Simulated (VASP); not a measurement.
## AlNi3: relaxation of cell and atoms with PBE+D3(BJ)

Crystal: AlNi3.

```
Ni Al
1.0
     3.52305    0.00000    0.00000
     0.00000    3.52305    0.00000
     0.00000    0.00000    3.52305
Ni Al
3 1
Direct
  0.50000 0.50000 0.00000
  0.50000 0.00000 0.50000
  0.00000 0.50000 0.50000
  0.00000 0.00000 0.00000
```

- Program: VASP 6.6.1
- Task: relaxation of cell and atoms
- Functional: PBE
- Dispersion: D3(BJ)
- Potentials or basis: VASP PAW PBE potentials, release 64 (Ni, Al)
- Cutoff: 600 eV
- k mesh: 8 × 8 × 8
- Occupations: fermi-dirac, width 0.05 eV
- Spin: collinear spin, ferromagnetic start
- Starting moments: [1.0, 1.0, 1.0, 0.0] μB
- Dipole correction: no
- Further INCAR settings: ALGO = Normal; EDIFF = 1e-06; IBRION = 2; EDIFFG = -0.01; NSW = 60; ISIF = 3

```
Pressure after relaxing                               : 0.1 GPa
Net moment                                            : 0.67 μB per cell
Site moments                                          : Ni +0.24; Al -0.01 μB
Valence electrons inside the program's atomic spheres : Ni 9.45; Al 0.82
Dispersion energy per atom                            : -0.473 eV
```

Final structure:
```
Ni Al
1.0
     3.52305    0.00000    0.00000
     0.00000    3.52305    0.00000
     0.00000    0.00000    3.52305
Ni Al
3 1
Direct
  0.50000 0.50000 0.00000
  0.50000 0.00000 0.50000
  0.00000 0.50000 0.50000
  0.00000 0.00000 0.00000
```

Levels at points of the mesh, in eV from the Fermi level:
Spin up:
| k point | band 15 | band 16 | band 17 | band 18 | band 19 | band 20 |
| --- | --- | --- | --- | --- | --- | --- |
| (0.00, 0.00, 0.00) | -0.06 | -0.06 | 0.88 | 0.88 | 0.88 | 6.73 |
| (0.50, 0.00, 0.00) | -1.07 | -0.51 | -0.05 | 5.65 | 5.65 | 5.69 |
| (0.50, 0.50, 0.00) | -1.00 | -0.98 | -0.59 | 0.89 | 0.89 | 8.32 |
| (0.50, 0.50, 0.50) | -1.09 | -0.24 | -0.24 | -0.24 | -0.21 | 3.57 |
Spin down:
```tsv
k point	band 12	band 13	band 14	band 15	band 16	band 17	band 18	band 19	band 20	band 21
(0.00, 0.00, 0.00)	-0.41	0.01	0.35	0.35	0.35	0.85	0.85	0.85	6.81	6.81
(0.50, 0.00, 0.00)	-1.06	-0.96	-0.96	-0.85	-0.33	0.35	5.70	5.70	5.74	5.74
(0.50, 0.50, 0.00)	-1.17	-1.17	-1.12	-0.81	-0.61	-0.46	1.16	1.16	8.36	8.36
(0.50, 0.50, 0.50)	-1.19	-1.19	-0.92	-0.92	-0.23	0.11	0.11	0.11	3.66	4.37
```

Run time: 77 s on 1 thread of Intel Xeon 8259CL, with other jobs on the host, peak memory 0.22 GiB.

Caveat: the relaxation stopped at its first step, so nothing moved.
